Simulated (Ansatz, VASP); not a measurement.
# One calculation of Sc2SnS, two programs

INCAR

```
SYSTEM = Sc2SnS
PREC = Accurate ; ENCUT = 520
EDIFF = 1E-7 ; ISMEAR = 0
SIGMA = 0.1 ; LREAL = .False.
LASPH = .True. ; NELM = 80
ALGO = Normal ; ISIF = 2
LWAVE = .False. ; LCHARG = .True.
GGA = PE ; LELF = .True.
LVHAR = .True. ; NBANDS = 29
```

The input KPOINTS:

```
Automatic mesh
0
Gamma
  4 4 4
  0 0 0
```

File POSCAR:

```
Sc2SnS
1.0
    4.9286580100      0.0000000000      0.0000000000
    0.0000000000      4.9286580100      0.0000000000
    0.0000000000      0.0000000000      4.1787139300
Sc Sn S
2 1 1
Direct
    0.0000000000      0.5000000000      0.9464428200
    0.5000000000      0.0000000000      0.9464428200
    0.0000000000      0.0000000000      0.2672665500
    0.5000000000      0.5000000000      0.3853205400
```

Input for Ansatz:

```yaml
crystal:
  lattice:
    - [4.92865801, 0.0, 0.0]
    - [0.0, 4.92865801, 0.0]
    - [0.0, 0.0, 4.17871393]
  atoms:
    - { symbol: Sc, position: [0.0, 0.5, 0.94644282] }
    - { symbol: Sc, position: [0.5, 0.0, 0.94644282] }
    - { symbol: Sn, position: [0.0, 0.0, 0.26726655] }
    - { symbol: S, position: [0.5, 0.5, 0.38532054] }
basis:
  ecutwfc: 420
kpoints:
  mp_grid: { grid: [4, 4, 4] }
hamiltonian:
  xc: pbe
scf:
  occupations: { method: gaussian, width: 0.1 }
  lower_state_search: "off"
output:
  forces: true
  stress: true
  eigenvalues: true
```

Alike in both runs: task single point; functional PBE; k mesh 4 × 4 × 4; occupations gaussian, width 0.1 eV; no spin polarisation.

|  | VASP | Ansatz |
| --- | --- | --- |
| version | VASP 6.6.1 | Ansatz 0.2.0 |
| potentials or method | VASP PAW PBE potentials, release 64 (Sc_sv, Sn_d, S), cutoff 520 eV | scalar-relativistic, plane waves, PAW |
| valence electrons in the cell | 42 | 42 |

VASP gave:

- gap on the k mesh at the Fermi level (eV): none
- pressure (GPa): -3.1
- traceless stress, the component that is largest in VASP (GPa): -9.70
- rms of the force components (eV/Å): 0.409

**Question.** What did Ansatz give for the same quantities?

**Answer.** gap on the k mesh at the Fermi level (eV): none; pressure (GPa): -3.1; traceless stress, the component that is largest in VASP (GPa): -9.68; rms of the force components (eV/Å): 0.403.

Atom by atom the forces differ by 0.006 eV/Å (rms over components). A gap of «none» marks a metal or a gap that the smearing closes. The functional is the same, so the differences come from potentials, cutoffs and numerics.

The k mesh is coarse, so the values compare programs but aren't converged.
